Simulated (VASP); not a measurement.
# Si9Ge7 (P1) in VASP: single point with PBEsol

Aim: the single point of Si9Ge7 with PBEsol.

All numbers are computed with VASP 6.6.1; they aren't measurements. Logs are shortened: lines on timing, memory, paths and dates and some standing lists are left out, and cuts for length are marked.

## Step 1: The cell of the first run

The typed cell holds 64 atoms: a = 11.068 Å, b = 11.068 Å, c = 11.068 Å, α = 90.00°, β = 90.00°, γ = 90.00°.

## Step 2: Single point, PBEsol

The input, INCAR:

```
PREC = Accurate
ENCUT = 520
EDIFF = 1E-6
ISMEAR = -1
SIGMA = 0.05
LREAL = Auto
LASPH = True
NELM = 80
ALGO = Normal
ISIF = 2
LWAVE = False
LCHARG = False
GGA = PS
NBANDS = 306
```

The input, KPOINTS:

```
Automatic mesh
0
Gamma
  1 1 1
  0.5 0.5 0.5
```

The input, POSCAR:

```
Si9Ge7
1.0
   11.0680719797      0.0000000000      0.0000000000
    0.0000000000     11.0680719797      0.0000000000
    0.0000000000      0.0000000000     11.0680719797
Si Ge
36 28
Direct
    0.9973960000      0.9983350000      0.0014860000
    0.0021340000      0.0036700000      0.5033200000
    0.0015500000      0.4998670000      0.4981980000
    0.4983260000      0.9972090000      0.9962150000
    0.5025390000      0.5025100000      0.9982210000
    0.1263900000      0.1256500000      0.6258210000
    0.1267400000      0.6263240000      0.1229990000
    0.1244540000      0.6198850000      0.6254240000
    0.6280450000      0.6237980000      0.1226590000
    0.2467610000      0.2484460000      0.4995680000
    0.2531090000      0.7484580000      0.0012130000
    0.7498050000      0.2531190000      0.0007710000
    0.7517250000      0.2505790000      0.5016870000
    0.7490550000      0.7502200000      0.9994750000
    0.3763520000      0.8741920000      0.1214170000
    0.8739400000      0.3748370000      0.1263140000
    0.8737900000      0.8729480000      0.1211290000
    0.2500640000      0.0037790000      0.7504280000
    0.2487150000      0.5013080000      0.7520680000
    0.7481440000      0.9989780000      0.7532990000
    0.7524340000      0.5010170000      0.2474890000
    0.3725560000      0.1266950000      0.3769260000
    0.3767410000      0.1227850000      0.8728700000
    0.3745380000      0.6255190000      0.3740740000
    0.3753400000      0.6247560000      0.8760320000
    0.8761380000      0.6213940000      0.3731520000
    0.8731970000      0.6262220000      0.8782630000
    0.9987450000      0.2542360000      0.2510260000
    0.0038460000      0.2495450000      0.7490420000
    0.5000540000      0.2498310000      0.7545210000
    0.4992270000      0.7509220000      0.7558870000
    0.1234250000      0.3740190000      0.3764390000
    0.1245530000      0.3759030000      0.8710790000
    0.6232430000      0.3739520000      0.8782280000
    0.6246410000      0.8744930000      0.3728750000
    0.6247410000      0.8740230000      0.8763640000
    0.0000810000      0.4995500000      0.0000700000
    0.5001220000      0.0005880000      0.4983810000
    0.4977270000      0.5008620000      0.4998030000
    0.1208870000      0.1263300000      0.1249640000
    0.6239490000      0.1233580000      0.1205560000
    0.6264930000      0.1271190000      0.6281040000
    0.6228830000      0.6276870000      0.6283550000
    0.2497920000      0.2498950000      0.9945580000
    0.2496190000      0.7459980000      0.5024110000
    0.7506190000      0.7498680000      0.4963420000
    0.3759750000      0.3780890000      0.1223820000
    0.3718090000      0.3723810000      0.6279840000
    0.3748290000      0.8750940000      0.6298150000
    0.8782800000      0.3743490000      0.6245810000
    0.8752020000      0.8783400000      0.6255940000
    0.2526660000      0.0001260000      0.2490920000
    0.2475040000      0.5016010000      0.2515710000
    0.7512910000      0.9971530000      0.2485760000
    0.7497210000      0.4990890000      0.7545590000
    0.8770850000      0.1269740000      0.3768810000
    0.8752490000      0.1261840000      0.8756000000
    0.9982560000      0.7483610000      0.2468120000
    0.0005710000      0.7468560000      0.7509520000
    0.4988500000      0.2489640000      0.2510760000
    0.5008540000      0.7489430000      0.2475480000
    0.1232360000      0.8757930000      0.3771590000
    0.1277580000      0.8764510000      0.8776890000
    0.6292930000      0.3758240000      0.3749080000
```

Potentials or basis: VASP PAW PBE potentials, release 64 (Si, Ge_d).

On the command line:

```sh
cat potpaw_PBE.64/Si/POTCAR potpaw_PBE.64/Ge_d/POTCAR > POTCAR
mpirun -np 1 vasp_std > vasp.out
```

OUTCAR:

```text
PREC = Accurate
   ENCUT = 520
   EDIFF = 1E-6
   ISMEAR = -1
   LREAL = Auto
   LASPH = True
   NELM = 80
   ISIF = 2
   GGA = PS

 ion  position               nearest neighbor table
   1  0.997  0.998  0.001-  17 2.36  40 2.40  57 2.40  63 2.40
   2  0.002  0.004  0.503-   6 2.36  51 2.39  56 2.40  62 2.40
   3  0.002  0.500  0.498-  32 2.36   8 2.37  26 2.38  50 2.40
   4  0.498  0.997  0.996-  36 2.36  15 2.37  23 2.37  41 2.40
   5  0.503  0.503  0.998-  34 2.36   9 2.37  25 2.38  47 2.40
   6  0.126  0.126  0.626-   2 2.36  10 2.36  29 2.36  18 2.37
[... 56 lines left out ...]
  63  0.128  0.876  0.878-   1 2.40  11 2.41  18 2.41  59 2.45
  64  0.629  0.376  0.375-  13 2.39  21 2.40  60 2.44  39 2.44

  LATTYP: Found a simple cubic cell.
 ALAT       =    11.0680719797

  Lattice vectors:

 A1 = (  11.0680719797,   0.0000000000,   0.0000000000)
 A2 = (   0.0000000000,  11.0680719797,   0.0000000000)
 A3 = (   0.0000000000,   0.0000000000,  11.0680719797)

Analysis of symmetry for initial positions (statically):
=====================================================================
 Subroutine PRICEL returns:
 Original cell was already a primitive cell.

 Routine SETGRP: Setting up the symmetry group for a
 simple cubic supercell.

 Subroutine GETGRP returns: Found  1 space group operations
 (whereof  1 operations were pure point group operations)
 out of a pool of 48 trial point group operations.

The static configuration has the point symmetry C_1 .

Analysis of symmetry for dynamics (positions and initial velocities):
=====================================================================
 Subroutine PRICEL returns:
 Original cell was already a primitive cell.

 Routine SETGRP: Setting up the symmetry group for a
 simple cubic supercell.

 Subroutine GETGRP returns: Found  1 space group operations
 (whereof  1 operations were pure point group operations)
 out of a pool of 48 trial point group operations.

The dynamic configuration has the point symmetry C_1 .

 Subroutine INISYM returns: Found  1 space group operations
 (whereof  1 operations are pure point group operations),
 and found     1 'primitive' translations

----------------------------------------------------------------------------------------

                                     Primitive cell

  volume of cell :    1355.8634

  direct lattice vectors                    reciprocal lattice vectors
    11.068071980  0.000000000  0.000000000     0.090349973  0.000000000  0.000000000
     0.000000000 11.068071980  0.000000000     0.000000000  0.090349973  0.000000000
     0.000000000  0.000000000 11.068071980     0.000000000  0.000000000  0.090349973

  length of vectors
    11.068071980 11.068071980 11.068071980     0.090349973  0.090349973  0.090349973

  position of ions in fractional coordinates (direct lattice)
     0.997396000  0.998335000  0.001486000
     0.002134000  0.003670000  0.503320000
     0.001550000  0.499867000  0.498198000
     0.498326000  0.997209000  0.996215000
     0.502539000  0.502510000  0.998221000
     0.126390000  0.125650000  0.625821000
[... 56 lines left out ...]
     0.127758000  0.876451000  0.877689000
     0.629293000  0.375824000  0.374908000

  ion indices of the primitive-cell ions
   primitive index   ion index
                 1           1
                 2           2
                 3           3
                 4           4
                 5           5
                 6           6
[... 56 lines left out ...]
                63          63
                64          64

----------------------------------------------------------------------------------------

 KPOINTS: Automatic mesh

Automatic generation of k-mesh.
 Grid dimensions read from file:
 generate k-points for:    1    1    1

 Generating k-lattice:

  Cartesian coordinates                     Fractional coordinates (reciprocal lattice)
     0.090349973  0.000000000  0.000000000     1.000000000  0.000000000  0.000000000
     0.000000000  0.090349973  0.000000000     0.000000000  1.000000000  0.000000000
     0.000000000  0.000000000  0.090349973     0.000000000  0.000000000  1.000000000

  Length of vectors
     0.090349973  0.090349973  0.090349973

  Shift w.r.t. Gamma in fractional coordinates (k-lattice)
     0.500000000  0.500000000  0.500000000

 Subroutine IBZKPT returns following result:
 ===========================================

 Found      1 irreducible k-points:

 Following reciprocal coordinates:
            Coordinates               Weight
  0.500000  0.500000  0.500000      1.000000
   k-points           NKPTS =      1   k-points in BZ     NKDIM =      1   number of bands    NBANDS=    306
   number of dos      NEDOS =    301   number of ions     NIONS =     64
   total plane-waves  NPLWV = 592704
   dimension x,y,z NGX =    84 NGY =   84 NGZ =   84
   dimension x,y,z NGXF=   168 NGYF=  168 NGZF=  168
   ions per type =              36  28
   NGX,Y,Z   is equivalent  to a cutoff of  12.62, 12.62, 12.62 a.u.
   NGXF,Y,Z  is equivalent  to a cutoff of  25.23, 25.23, 25.23 a.u.
 SYSTEM =  unknown system
   PREC   = accura    normal or accurate (medium, high low for compatibility)
   ISTART =      0    job   : 0-new  1-cont  2-samecut
   ICHARG =      2    charge: 1-file 2-atom 10-const
   ISPIN  =      1    spin polarized calculation?
   LNONCOLLINEAR =      F non collinear calculations
   LSORBIT =      F    spin-orbit coupling
   LASPH  =      T    aspherical Exc in radial PAW
   ENCUT  =  520.0 eV  38.22 Ry    6.18 a.u.  20.58 20.58 20.58*2*pi/ulx,y,z
   NELM   =     80;   NELMIN=  2; NELMDL= -5     # of ELM steps
   EDIFF  = 0.1E-05   stopping-criterion for ELM
   LREAL  =      T    real-space projection
   EDIFFG = 0.1E-04   stopping-criterion for IOM
   NSW    =      0    number of steps for IOM
   IBRION =     -1    ionic relax: 0-MD 1-quasi-New 2-CG
   NFREE  =      0    steps in history (QN), initial steepest desc. (CG)
   ISIF   =      2    stress and relaxation
   ISYM   =      2    0-nonsym 1-usesym 2-fastsym
   POTIM  = 0.5000    time-step for ionic-motion
   TEBEG  =    0.0;   TEEND  =   0.0 temperature during run
   PSTRESS=    0.0 pullay stress
   NELECT =     536.0000    total number of electrons
   NUPDOWN=      -1.0000    fix difference up-down
   EMIN   =  10.00;   EMAX   =-10.00  energy-range for DOS
   EFERMI =   0.00;   METHOD = LEGACY
   ISMEAR =    -1;   SIGMA  =   0.05  broadening in eV -4-tet -1-fermi 0-gaus
   EFERMI_NEDOS =   21; number of points for ismear=-14 and -15
   IALGO  =     38    algorithm
   IMIX   =      4    mixing-type and parameters
     AMIX     =   0.40;   BMIX     =  1.00
     AMIX_MAG =   1.60;   BMIX_MAG =  1.00
  volume/ion in A,a.u.               =      21.19       142.97
  Fermi-wavevector in a.u.,A,eV,Ry     =   1.201502  2.270509 19.641462  1.443607
  Thomas-Fermi vector in A             =   2.337309
   LORBIT       =      0    0 simple, 1 ext, 2 COOP (PROOUT), +10 PAW based schemes
   GGA     = PS    functional components
   LHFCALC =     F    Hartree Fock is set to
   AEXX    =    0.0000 exact exchange contribution
   IVDW    =     0    specifies the selected vdW correction
   LEPSILON=     F    determine dielectric tensor
   LRPA    =     F    only Hartree local field effects (RPA)
 non-spin polarized calculation
  energy-cutoff  :      520.00
  volume of cell :     1355.86
 maximum number of plane-waves:     36552
 NGX is ok and might be reduce to    84
   NGX = 41   NGY = 41   NGZ = 41

 number of electron     536.0000056 magnetization

 Free energy of the ion-electron system (eV)
  ---------------------------------------------------
  ext. energy  EPLUGINS =         0.00000000
  ---------------------------------------------------
  free energy    TOTEN  =      -338.27733455 eV

  energy without entropy =     -338.27733417  energy(sigma->0) =     -338.27733436

 E-fermi :   5.5670     XC(G=0):  -9.8025

 val. band max:        4.6957985727   @ k =   0.5000   0.5000   0.5000
 cond. band min:       6.4176263720   @ k =   0.5000   0.5000   0.5000
 fundamental gap:      1.7218277993
 Fermi energy:         5.5669559190

 k-point     1 :       0.5000    0.5000    0.5000
  band No.  band energies     occupation
      1     -19.1004      2.00000
      2     -19.0973      2.00000
      3     -19.0936      2.00000
      4     -19.0919      2.00000
      5     -19.0909      2.00000
      6     -19.0855      2.00000
[... 272 lines left out ...]
    279       6.6305      0.00000
    280       6.6647      0.00000
 [bands above 280 left out]

------------------------ aborting loop because EDIFF is reached ----------------------------------------

  FORCE on cell =-STRESS in cart. coord.  units (eV):
  Direction    XX          YY          ZZ          XY          YZ          ZX
  --------------------------------------------------------------------------------------
  -------------------------------------------------------------------------------------
  Total       -0.1720442     -0.2300538     -0.2034141     -0.1420800     -0.0398021     -0.1055301
  in kB       -0.2032988     -0.2718466     -0.2403674     -0.1678911     -0.0470328     -0.1247013
  external PRESSURE =      -0.2385043 kB  Pullay stress =       0.0000000 kB

 VOLUME and BASIS-vectors are now :
 -----------------------------------------------------------------------------
  energy-cutoff  :      520.00
  volume of cell :     1355.86
      direct lattice vectors                 reciprocal lattice vectors
    11.068071980  0.000000000  0.000000000     0.090349973  0.000000000  0.000000000
     0.000000000 11.068071980  0.000000000     0.000000000  0.090349973  0.000000000
     0.000000000  0.000000000 11.068071980     0.000000000  0.000000000  0.090349973

 POSITION                                       TOTAL-FORCE (eV/Angst)
 -----------------------------------------------------------------------------------
     11.03925     11.04964      0.01645         0.000566      0.010260      0.001952
      0.02362      0.04062      5.57078         0.006855     -0.008254     -0.001923
      0.01716      5.53256      5.51409        -0.001509      0.001894      0.002326
      5.51551     11.03718     11.02618        -0.004022     -0.000777      0.004030
      5.56214      5.56182     11.04838        -0.001208     -0.001022     -0.000380
      1.39889      1.39070      6.92663        -0.013378      0.003095     -0.000092
[... 56 lines left out ...]
      1.41403      9.70062      9.71433         0.003499     -0.000753      0.001117
      6.96506      4.15965      4.14951         0.000844     -0.000523     -0.002863
 -----------------------------------------------------------------------------------
    total drift:                               -0.005854      0.001604      0.001905

  FREE ENERGIE OF THE ION-ELECTRON SYSTEM (eV)
  ---------------------------------------------------
  free  energy   TOTEN  =      -338.2773345453 eV

  energy  without entropy=     -338.2773341744  energy(sigma->0) =     -338.27733436
```

It took 19 min on 1 thread of Intel Xeon Platinum 8488C (Sapphire Rapids), shared host; peak memory 1.2 GiB.

What came out:

```
Free energy            : -338.2773 eV
Pressure               : 0.0 GPa
Largest force          : 0.018 eV/Å
Band gap on the k mesh : 1.72 eV
```

Forces in eV/Å, atoms in the order of the input:
```
Si   0.001  0.010  0.002
Si   0.007 -0.008 -0.002
Si  -0.002  0.002  0.002
Si  -0.004 -0.001  0.004
Si  -0.001 -0.001  0.000
Si  -0.013  0.003  0.000
Si  -0.002 -0.005 -0.001
Si   0.007  0.015  0.004
Si  -0.001  0.005  0.004
Si   0.003  0.005  0.008
Si  -0.008  0.002 -0.003
Si   0.007 -0.006 -0.007
Si  -0.007  0.002 -0.002
Si   0.001  0.010  0.010
Si  -0.004  0.005  0.003
Si   0.002  0.009 -0.003
Si   0.003  0.000  0.004
Si   0.001 -0.012  0.000
Si   0.005 -0.004 -0.004
Si   0.006  0.004 -0.007
Si  -0.008 -0.003 -0.004
Si   0.010 -0.007 -0.011
Si   0.002  0.004  0.015
Si   0.003 -0.002  0.008
Si  -0.013  0.003 -0.003
Si   0.003  0.003  0.004
Si   0.009 -0.004 -0.003
Si   0.007 -0.012 -0.011
Si  -0.009 -0.010  0.012
Si   0.000  0.005 -0.015
Si   0.002  0.003 -0.008
Si  -0.001  0.008 -0.004
Si  -0.002  0.000  0.013
Si   0.001 -0.002 -0.005
Si  -0.001 -0.001  0.007
Si   0.004  0.000 -0.001
Ge   0.003 -0.004 -0.002
Ge  -0.002  0.003  0.004
Ge   0.005 -0.002 -0.004
Ge   0.000  0.000  0.005
Ge   0.000  0.005  0.001
Ge   0.003  0.002 -0.001
Ge  -0.004 -0.001  0.000
Ge   0.000  0.001 -0.006
Ge   0.001  0.000 -0.001
Ge   0.005  0.000  0.003
Ge   0.006 -0.007  0.005
Ge  -0.006  0.002  0.007
Ge   0.001 -0.006 -0.005
Ge  -0.001  0.000 -0.002
Ge  -0.001  0.003  0.004
Ge   0.001 -0.001 -0.001
Ge   0.000  0.003  0.001
Ge  -0.001 -0.004 -0.002
Ge  -0.001 -0.003 -0.003
Ge   0.005 -0.008  0.000
Ge  -0.001 -0.003 -0.006
Ge  -0.010  0.002  0.004
Ge  -0.005 -0.008 -0.011
Ge  -0.003  0.004  0.007
Ge  -0.006 -0.003 -0.002
Ge  -0.001  0.007  0.000
Ge   0.003 -0.001  0.001
Ge   0.001 -0.001 -0.003
```

Levels at points of the mesh, in eV from the valence-band top:
```csv
k point,band 265,band 266,band 267,band 268,band 269,band 270,band 271,band 272
"(0.50, 0.50, 0.50)",-0.05,-0.02,-0.02,0.00,1.72,1.75,1.79,1.81
```

Caveat: the k points lie up to 0.57 Å⁻¹ apart; the PAW data sets were made with another functional, which shifts forces and pressure a little; a shifted mesh leaves out Γ, where band edges can lie. A k mesh can miss the band edges.
